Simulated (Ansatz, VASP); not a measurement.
## Rh in VASP and in Ansatz

```
CELL_PARAMETERS angstrom
2.80354 0.00000 0.00000
-1.40177 2.25902 0.00000
0.00000 0.00000 8.34881
ATOMIC_POSITIONS crystal
Rh 0.00000 0.00000 0.00000
Rh 0.33333 0.66667 0.25000
Rh 0.00000 0.00000 0.50000
Rh 0.66667 0.33333 0.75000
```

Change from the starting cell: strain +e along x and -e along y +0.0367, strain +e along z and -e/2 along x and y -0.0367.

Alike in both runs: task single point; functional LDA; k mesh 18 × 18 × 6; occupations gaussian, width 0.15 eV; no spin polarisation.

|  | VASP | Ansatz |
| --- | --- | --- |
| version | VASP 6.6.1 | Ansatz 0.2.0 |
| potentials or method | VASP PAW LDA potentials, release 64 (Rh_pv), cutoff 520 eV | scalar-relativistic, plane waves, PAW |
| valence electrons in the cell | 60 | 68 |

Ansatz gave:

```
gap on the k mesh at the Fermi level (eV)                     : none
pressure (GPa)                                                : 3.1
traceless stress, the component that is largest in VASP (GPa) : -15.34
rms of the force components (eV/Å)                            : 0.101
```

**Question.** Estimate VASP's values.

**Answer.** gap on the k mesh at the Fermi level (eV): none; pressure (GPa): 3.9; traceless stress, the component that is largest in VASP (GPa): -15.42; rms of the force components (eV/Å): 0.103.

Ansatz warns that its potentials were made for another functional, while VASP's fit it. LDA's correlation is that of Perdew and Zunger in VASP and of Perdew and Wang (1992) in Ansatz. Atom by atom the forces differ by 0.002 eV/Å (rms over components). A gap of «none» marks a metal or a gap that the smearing closes. VASP's potentials hold 60 valence electrons a cell and Ansatz's 68, so a difference there can come from the potentials and not from the codes.
